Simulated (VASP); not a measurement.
Runs of VASP 6.6.1 on NaF. The structure is that of space group Fm-3m (No. 225), or close to it. The cells are those of the table. 

```tsv
cell	gap on the mesh (eV)	pressure (GPa)
a = 3.315, b = 3.315, c = 3.286 Å, angles 60.3, 60.3, 59.4°, 2 atoms	(c)	0.7
a = 3.294, b = 3.294, c = 3.286 Å, angles 60.1, 60.1, 59.8°, 2 atoms	(b)	(a)
a = 3.319, b = 3.319, c = 3.286 Å, angles 60.3, 60.3, 59.3°, 2 atoms	6.15	0.6
a = 3.277, b = 3.277, c = 3.286 Å, angles 59.9, 59.9, 60.2°, 2 atoms	6.28	1.8
a = 3.269, b = 3.269, c = 3.286 Å, angles 59.8, 59.8, 60.3°, 2 atoms	6.31	2.1
```

Alike in all rows: task single point; level PBE; potentials or basis VASP PAW PBE potentials, release 64 (Na_pv, F); no spin polarisation; k mesh 8 × 8 × 8; cutoff (eV) 520; smearing gaussian 0.05 eV.

Question: Fill in the values left out.

Answer: (a) 1.3; (b) 6.23; (c) 6.16.

